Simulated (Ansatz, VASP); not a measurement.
# NaAl5O2 in VASP and in Ansatz

Contents of INCAR:

```
PREC = Accurate
ENCUT = 600
EDIFF = 1E-7
ISMEAR = 0
SIGMA = 0.2
LREAL = False
LASPH = True
NELM = 100
ALGO = Normal
ISIF = 3
LWAVE = False
LCHARG = False
GGA = PE
IBRION = 2
NSW = 36
EDIFFG = -0.08
```

Contents of KPOINTS:

```
Automatic mesh
0
Gamma
  6 6 2
```

The input POSCAR:

```
NaAl5O2
1.0
    2.9000000000      0.0000000000      0.0000000000
   -1.4500000000      2.5114736700      0.0000000000
    0.0000000000      0.0000000000     14.4000000000
Na Al O
1 5 2
Direct
    0.0000000000      0.0000000000      0.0000000000
    0.6666666700      0.3333333300      0.1770000000
    0.3333333300      0.6666666700      0.8230000000
    0.3333333300      0.6666666700      0.3385000000
    0.0000000000      0.0000000000      0.5000000000
    0.6666666700      0.3333333300      0.6615000000
    0.3333333300      0.6666666700      0.1146000000
    0.6666666700      0.3333333300      0.8854000000
```

Input for Ansatz:

```yaml
crystal:
  lattice:
    - [2.9, 0.0, 0.0]
    - [-1.45, 2.51147367, 0.0]
    - [0.0, 0.0, 14.4]
  atoms:
    - { symbol: Na, position: [0.0, 0.0, 0.0] }
    - { symbol: Al, position: [0.66666667, 0.33333333, 0.177] }
    - { symbol: Al, position: [0.33333333, 0.66666667, 0.823] }
    - { symbol: Al, position: [0.33333333, 0.66666667, 0.3385] }
    - { symbol: Al, position: [0.0, 0.0, 0.5] }
    - { symbol: Al, position: [0.66666667, 0.33333333, 0.6615] }
    - { symbol: O, position: [0.33333333, 0.66666667, 0.1146] }
    - { symbol: O, position: [0.66666667, 0.33333333, 0.8854] }
basis:
  ecutwfc: 420
kpoints:
  mp_grid: { grid: [6, 6, 2] }
hamiltonian:
  xc: pbe
scf:
  occupations: { method: gaussian, width: 0.2 }
  lower_state_search: "off"
output:
  forces: true
  stress: true
  eigenvalues: true
relax:
  adjacent_minimum: "off"
  f_tol: 0.08
  max_steps: 16
  cell: { stress_tol: 0.8 }
```

Alike in both runs: task relaxation of cell and atoms; functional PBE; k mesh 6 × 6 × 2; occupations gaussian, width 0.2 eV; no spin polarisation.

|  | VASP | Ansatz |
| --- | --- | --- |
| version | VASP 6.6.1 | Ansatz 0.2.0 |
| potentials or method | VASP PAW PBE potentials, release 64 (Na_pv, Al, O), cutoff 600 eV | scalar-relativistic, plane waves, PAW |
| valence electrons in the cell | 34 | 36 |

Ansatz gave:

| Quantity | Value |
| --- | --- |
| gap on the k mesh at the Fermi level, each at its own relaxed structure (eV) | none |
| relaxed volume (Å³/atom) | 13.32 |
| relaxed cell length with the largest relative difference (Å) | 14.734 |

Problem. Which values does VASP return?

Solution. gap on the k mesh at the Fermi level, each at its own relaxed structure (eV): none; relaxed volume (Å³/atom): 13.42; relaxed cell length with the largest relative difference (Å): 14.835.

A gap of «none» marks a metal or a gap that the smearing closes. VASP's potentials hold 34 valence electrons a cell and Ansatz's 36, so a difference there can come from the potentials and not from the codes.

The k mesh is coarse, so the values compare programs but aren't converged.
